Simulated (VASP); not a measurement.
# BaTiO3 (Pm-3m) in VASP: single point with r2SCAN

Aim: the single point of BaTiO3 with r2SCAN.

All numbers are computed with VASP 6.6.1; they aren't measurements. Logs are shortened: lines on timing, memory, paths and dates and some standing lists are left out, and cuts for length are marked.

### 1 The cell of the first run

It takes space group Pm-3m (No. 221, cubic). The conventional cell has a = 3.959 Å, b = 3.959 Å, c = 3.959 Å, α = 90.00°, β = 90.00°, γ = 90.00°. Ba (site symmetry m-3m) has 12 O at 2.80 Å and 8 Ti at 3.43 Å within 3.7 Å. Within 2.6 Å of Ti (site symmetry m-3m) lie 6 O at 1.98 Å. O (site symmetry 4/mmm) has 2 Ti at 1.98 Å within 2.6 Å. Within 2.6 Å of O (site symmetry 4/mmm) lie 2 Ti at 1.98 Å.

### 2 Single point, r2SCAN, collinear spin, zero start

POSCAR

```
BaTiO3
1.0
    3.9593936500      0.0000000000      0.0000000000
    0.0000000000      3.9593936500      0.0000000000
    0.0000000000      0.0000000000      7.9187690872
Ba Ti O
2 2 6
Direct
    0.0000000000      0.0000000000      0.0000000000
    0.0000000000      0.0000000000      0.5000000000
    0.5000000000      0.5000000000      0.2500000000
    0.5000000000      0.5000000000      0.7500000000
    0.5000000000      0.5000000000      0.0000000000
    0.5000000000      0.5000000000      0.5000000000
    0.5000000000      0.0000000000      0.2500000000
    0.5000000000      0.0000000000      0.7500000000
    0.0000000000      0.5000000000      0.2500000000
    0.0000000000      0.5000000000      0.7500000000
```

INCAR.step1

```
SYSTEM = BaTiO3
  PREC = Accurate
  ENCUT = 520
  ISMEAR = -1
  SIGMA = 0.1
  LREAL = .False.
  LASPH = .True.
  NELM = 150
  ISPIN = 2
  MAGMOM = 0 0 0 0 0 0 0 0 0 0
  LMAXMIX = 4
  NBANDS = 55
  GGA = PE
  ALGO = Normal
  EDIFF = 1E-4
  LWAVE = .True.
  LCHARG = .False.
```

INCAR.step2

```
SYSTEM = BaTiO3
  PREC = Accurate
  ENCUT = 520
  EDIFF = 1E-6
  ISMEAR = -1
  SIGMA = 0.1
  LREAL = .False.
  LASPH = .True.
  NELM = 150
  ALGO = Normal
  ISIF = 2
  LWAVE = .False.
  LCHARG = .False.
  ISPIN = 2
  MAGMOM = 0 0 0 0 0 0 0 0 0 0
  LORBIT = 11
  LMAXMIX = 4
  METAGGA = R2SCAN
  LMIXTAU = .True.
  NBANDS = 55
  ISTART = 1
```

KPOINTS

```
Automatic mesh
0
Gamma
  6 6 3
  0 0 0
```

Potentials or basis: VASP PAW PBE potentials, release 64 (Ba_sv, Ti_sv, O).

Launch:

```console
$ cat potpaw_PBE.64/Ba_sv/POTCAR potpaw_PBE.64/Ti_sv/POTCAR potpaw_PBE.64/O/POTCAR > POTCAR
$ cp INCAR.step1 INCAR
$ mpirun -np 1 vasp_std > vasp.out
$ cp INCAR.step2 INCAR
$ mpirun -np 1 vasp_std > vasp.out
```

OUTCAR:

```text
SYSTEM = BaTiO3
   PREC = Accurate
   ENCUT = 520
   EDIFF = 1E-6
   ISMEAR = -1
   LREAL = .False.
   LASPH = .True.
   NELM = 150
   ISIF = 2
   ISPIN = 2
   LORBIT = 11
   METAGGA = R2SCAN
   ISTART = 1

 ion  position               nearest neighbor table
   1  0.000  0.000  0.000-   7 2.80   8 2.80   9 2.80  10 2.80   9 2.80  10 2.80   7 2.80   8 2.80
                             5 2.80   5 2.80   5 2.80   5 2.80   3 3.43   4 3.43   4 3.43   4 3.43
   2  0.000  0.000  0.500-   7 2.80   8 2.80   9 2.80  10 2.80   9 2.80  10 2.80   7 2.80   8 2.80
                             6 2.80   6 2.80   6 2.80   6 2.80   3 3.43   4 3.43   4 3.43   4 3.43
   3  0.500  0.500  0.250-   5 1.98   6 1.98   7 1.98   9 1.98   7 1.98   9 1.98   1 3.43   2 3.43
                             1 3.43   1 3.43   2 3.43   2 3.43   1 3.43   2 3.43
   4  0.500  0.500  0.750-   5 1.98   6 1.98   8 1.98  10 1.98   8 1.98  10 1.98   1 3.43   2 3.43
                             1 3.43   1 3.43   2 3.43   2 3.43   1 3.43   2 3.43
   5  0.500  0.500  0.000-   3 1.98   4 1.98   1 2.80   1 2.80   1 2.80   1 2.80
   6  0.500  0.500  0.500-   3 1.98   4 1.98   2 2.80   2 2.80   2 2.80   2 2.80
   7  0.500  0.000  0.250-   3 1.98   3 1.98   1 2.80   2 2.80   1 2.80   2 2.80
   8  0.500  0.000  0.750-   4 1.98   4 1.98   1 2.80   2 2.80   1 2.80   2 2.80
   9  0.000  0.500  0.250-   3 1.98   3 1.98   1 2.80   1 2.80   2 2.80   2 2.80
  10  0.000  0.500  0.750-   4 1.98   4 1.98   1 2.80   1 2.80   2 2.80   2 2.80

  LATTYP: Found a simple tetragonal cell.
 ALAT       =     3.9593936500
 C/A-ratio  =     1.9999954001

  Lattice vectors:

 A1 = (   3.9593936500,   0.0000000000,   0.0000000000)
 A2 = (   0.0000000000,   3.9593936500,   0.0000000000)
 A3 = (   0.0000000000,   0.0000000000,   7.9187690872)

Analysis of symmetry for initial positions (statically):
=====================================================================
 Subroutine PRICEL returns following result:

  LATTYP: Found a simple cubic cell.
 ALAT       =     3.9593936500
[... 12 lines left out ...]
 Subroutine GETGRP returns: Found 16 space group operations
 (whereof 16 operations were pure point group operations)
 out of a pool of 16 trial point group operations.

The static configuration has the point symmetry D_4h.

Analysis of symmetry for dynamics (positions and initial velocities):
=====================================================================
 Subroutine PRICEL returns following result:

  LATTYP: Found a simple cubic cell.
 ALAT       =     3.9593936500
[... 12 lines left out ...]
 Subroutine GETGRP returns: Found 16 space group operations
 (whereof 16 operations were pure point group operations)
 out of a pool of 16 trial point group operations.

The dynamic configuration has the point symmetry D_4h.

Analysis of structural, dynamic, and magnetic symmetry:
=====================================================================
 Subroutine PRICEL returns following result:

  LATTYP: Found a simple cubic cell.
 ALAT       =     3.9593936500
[... 12 lines left out ...]
 Subroutine GETGRP returns: Found 16 space group operations
 (whereof 16 operations were pure point group operations)
 out of a pool of 16 trial point group operations.

The overall configuration has the point symmetry D_4h.

 Subroutine INISYM returns: Found 16 space group operations
 (whereof 16 operations are pure point group operations),
 and found     2 'primitive' translations

----------------------------------------------------------------------------------------

                                     Primitive cell

  volume of cell :      62.0705

  direct lattice vectors                    reciprocal lattice vectors
     3.959393650  0.000000000  0.000000000     0.252563925  0.000000000  0.000000000
     0.000000000  3.959393650  0.000000000     0.000000000  0.252563925  0.000000000
     0.000000000  0.000000000  3.959384544     0.000000000  0.000000000  0.252564506

  length of vectors
     3.959393650  3.959393650  3.959384544     0.252563925  0.252563925  0.252564506

  position of ions in fractional coordinates (direct lattice)
     0.000000000  0.000000000  0.000000000
     0.500000000  0.500000000  0.500000000
     0.500000000  0.500000000  0.000000000
     0.500000000  0.000000000  0.500000000
     0.000000000  0.500000000  0.500000000

  ion indices of the primitive-cell ions
   primitive index   ion index
                 1           1
                 2           3
[... 66 lines left out ...]
   LSORBIT =      F    spin-orbit coupling
   LASPH  =      T    aspherical Exc in radial PAW
   ENCUT  =  520.0 eV  38.22 Ry    6.18 a.u.   7.36  7.36 14.72*2*pi/ulx,y,z
   NELM   =    150;   NELMIN=  2; NELMDL=  0     # of ELM steps
   EDIFF  = 0.1E-05   stopping-criterion for ELM
   LREAL  =      F    real-space projection
   EDIFFG = 0.1E-04   stopping-criterion for IOM
   NSW    =      0    number of steps for IOM
   IBRION =     -1    ionic relax: 0-MD 1-quasi-New 2-CG
   NFREE  =      0    steps in history (QN), initial steepest desc. (CG)
   ISIF   =      2    stress and relaxation
   ISYM   =      2    0-nonsym 1-usesym 2-fastsym
   POTIM  = 0.5000    time-step for ionic-motion
   TEBEG  =    0.0;   TEEND  =   0.0 temperature during run
   PSTRESS=    0.0 pullay stress
   NELECT =      80.0000    total number of electrons
   NUPDOWN=      -1.0000    fix difference up-down
   EMIN   =  10.00;   EMAX   =-10.00  energy-range for DOS
   EFERMI =   0.00;   METHOD = LEGACY
   ISMEAR =    -1;   SIGMA  =   0.10  broadening in eV -4-tet -1-fermi 0-gaus
   EFERMI_NEDOS =   21; number of points for ismear=-14 and -15
   IALGO  =     38    algorithm
   IMIX   =      4    mixing-type and parameters
     AMIX     =   0.40;   BMIX     =  1.00
     AMIX_MAG =   1.60;   BMIX_MAG =  1.00
  volume/ion in A,a.u.               =      12.41        83.77
  Fermi-wavevector in a.u.,A,eV,Ry     =   1.414056  2.672178 27.205573  1.999553
  Thomas-Fermi vector in A             =   2.535637
   LORBIT       =     11    0 simple, 1 ext, 2 COOP (PROOUT), +10 PAW based schemes
   METAGGA = R2SCAN    functional components
   LHFCALC =     F    Hartree Fock is set to
   AEXX    =    0.0000 exact exchange contribution
   IVDW    =     0    specifies the selected vdW correction
   LEPSILON=     F    determine dielectric tensor
   LRPA    =     F    only Hartree local field effects (RPA)
 spin polarized calculation
  energy-cutoff  :      520.00
  volume of cell :      124.14
 maximum number of plane-waves:      3397
 NGX is ok and might be reduce to    30
   NGX = 15   NGY = 15   NGZ = 29

 number of electron      79.9999961 magnetization       0.0000000

 number of electron      79.9999961 magnetization      -0.0000000

 Free energy of the ion-electron system (eV)
  ---------------------------------------------------
  ext. energy  EPLUGINS =         0.00000000
  ---------------------------------------------------
  free energy    TOTEN  =      -148.36263224 eV

  energy without entropy =     -148.36262173  energy(sigma->0) =     -148.36262699

 E-fermi :   4.9274     XC(G=0): -12.1052

 val. band max:        3.7867117223   @ k =   0.5000   0.5000   0.0000
 cond. band min:       5.9968972728   @ k =   0.0000   0.0000   0.0000
 fundamental gap:      2.2101855505
 Fermi energy:         4.9274460552

 spin component 1

 k-point     1 :       0.0000    0.0000    0.0000
  band No.  band energies     occupation
      1     -54.9428      1.00000
      2     -54.9413      1.00000
      3     -30.1895      1.00000
      4     -30.1212      1.00000
      5     -30.1212      1.00000
      6     -30.1212      1.00000
[... 1089 lines left out ...]
     51      12.0404      0.00000
     52      12.2335      0.00000
 Fermi energy:         4.9274460552

 spin component 2

 k-point     1 :       0.0000    0.0000    0.0000
  band No.  band energies     occupation
      1     -54.9428      1.00000
      2     -54.9413      1.00000
      3     -30.1895      1.00000
      4     -30.1212      1.00000
      5     -30.1212      1.00000
      6     -30.1212      1.00000
[... 1089 lines left out ...]
     51      12.0404      0.00000
     52      12.2335      0.00000
 [bands above 52 left out]

------------------------ aborting loop because EDIFF is reached ----------------------------------------

  FORCE on cell =-STRESS in cart. coord.  units (eV):
  Direction    XX          YY          ZZ          XY          YZ          ZX
  --------------------------------------------------------------------------------------
  -------------------------------------------------------------------------------------
  Total        5.5931365      5.5931365      5.5934923      0.0000000      0.0000000      0.0000000
  in kB       72.1856648     72.1856648     72.1902560      0.0000000      0.0000000      0.0000000
  external PRESSURE =      72.1871952 kB  Pullay stress =       0.0000000 kB

 VOLUME and BASIS-vectors are now :
 -----------------------------------------------------------------------------
  energy-cutoff  :      520.00
  volume of cell :      124.14
      direct lattice vectors                 reciprocal lattice vectors
     3.959393650  0.000000000  0.000000000     0.252563925  0.000000000  0.000000000
     0.000000000  3.959393650  0.000000000     0.000000000  0.252563925  0.000000000
     0.000000000  0.000000000  7.918769087     0.000000000  0.000000000  0.126282253

 POSITION                                       TOTAL-FORCE (eV/Angst)
 -----------------------------------------------------------------------------------
      0.00000      0.00000      0.00000         0.000000      0.000000     -0.000000
      0.00000      0.00000      3.95938         0.000000      0.000000     -0.000000
      1.97970      1.97970      1.97969        -0.000000     -0.000000     -0.000000
      1.97970      1.97970      5.93908        -0.000000     -0.000000     -0.000000
      1.97970      1.97970      0.00000        -0.000000     -0.000000     -0.000000
      1.97970      1.97970      3.95938        -0.000000     -0.000000     -0.000000
      1.97970      0.00000      1.97969        -0.000000     -0.000000     -0.000000
      1.97970      0.00000      5.93908        -0.000000     -0.000000     -0.000000
      0.00000      1.97970      1.97969         0.000000     -0.000000      0.000000
      0.00000      1.97970      5.93908         0.000000     -0.000000     -0.000000
 -----------------------------------------------------------------------------------
    total drift:                                0.000000      0.000000      0.000000

  FREE ENERGIE OF THE ION-ELECTRON SYSTEM (eV)
  ---------------------------------------------------
  free  energy   TOTEN  =      -148.3626322379 eV

  energy  without entropy=     -148.3626217346  energy(sigma->0) =     -148.36262699

 total charge

# of ion       s       p       d       tot
------------------------------------------
    1        2.021   5.677   0.328   8.026
    2        2.021   5.677   0.328   8.026
    3        2.214   6.291   1.663  10.168
    4        2.214   6.291   1.663  10.168
    5        1.570   3.516   0.000   5.086
    6        1.570   3.516   0.000   5.086
    7        1.570   3.516   0.000   5.086
    8        1.570   3.516   0.000   5.086
    9        1.570   3.516   0.000   5.086
   10        1.570   3.516   0.000   5.086
--------------------------------------------------
tot         17.888  45.034   3.980  66.902

 magnetization (x)

# of ion       s       p       d       tot
------------------------------------------
    1        0.000  -0.000   0.000   0.000
    2        0.000  -0.000   0.000   0.000
    3        0.000   0.000   0.000   0.000
    4        0.000   0.000   0.000   0.000
    5        0.000   0.000   0.000   0.000
    6        0.000   0.000   0.000   0.000
    7       -0.000  -0.000   0.000  -0.000
    8       -0.000  -0.000   0.000  -0.000
    9       -0.000  -0.000   0.000  -0.000
   10       -0.000  -0.000   0.000  -0.000
--------------------------------------------------
tot          0.000  -0.000   0.000  -0.000
```

It took 22 min on 1 thread of Intel Xeon Platinum 8375C at 2.90GHz (Ice Lake), shared host; peak memory 0.42 GiB.

Results:

```yaml
Free_energy: -148.3626 eV
Pressure: 7.2 GPa
Band_gap_on_the_k_mesh: 2.21 eV
Net_moment: 0.00 μB per cell
Valence_electrons_inside_the_program's_atomic_spheres: Ba 8.03; Ti 10.17; O 5.09
```

Caveat: the PAW data sets were made with another functional, which shifts forces and pressure a little; spin-orbit coupling is left out, which moves the levels of the heavy elements. A k mesh can miss the band edges.
